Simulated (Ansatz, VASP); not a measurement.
**Al2H: VASP beside Ansatz**

```
CELL_PARAMETERS angstrom
3.37014 -0.01271 -0.00234
-0.23370 5.00165 0.03561
-1.28697 -1.78804 5.19152
ATOMIC_POSITIONS crystal
Al 0.00000 0.00000 0.00000
Al 0.64116 0.42925 0.29008
Al 0.35884 0.57075 0.70992
Al 0.50000 0.00000 0.50000
H 0.50000 0.50000 0.00000
H 0.00000 0.00000 0.50000
```

Alike in both runs: functional PBE; k mesh 12 × 8 × 8; occupations gaussian, width 0.1 eV; no spin polarisation.

Ansatz relaxed the structure, and its values are those at the end. VASP's run is a single point on that final structure, the one shown.

```csv
,VASP,Ansatz
version,VASP 6.6.1,Ansatz 0.2.0
potentials or method,"VASP PAW PBE potentials, release 64 (Al, H), cutoff 520 eV","scalar-relativistic, plane waves, PAW"
valence electrons in the cell,14,14
```

Ansatz gave:

| Item | Value |
| --- | --- |
| gap on the k mesh at the Fermi level (eV) | none |
| pressure (GPa) | 0.0 |

Question: What did VASP give for the same quantities?

Answer: gap on the k mesh at the Fermi level (eV): none; pressure (GPa): -0.1.

A gap of «none» marks a metal or a gap that the smearing closes. With one functional, cell and mesh, what is left measures potentials, basis and numerics.
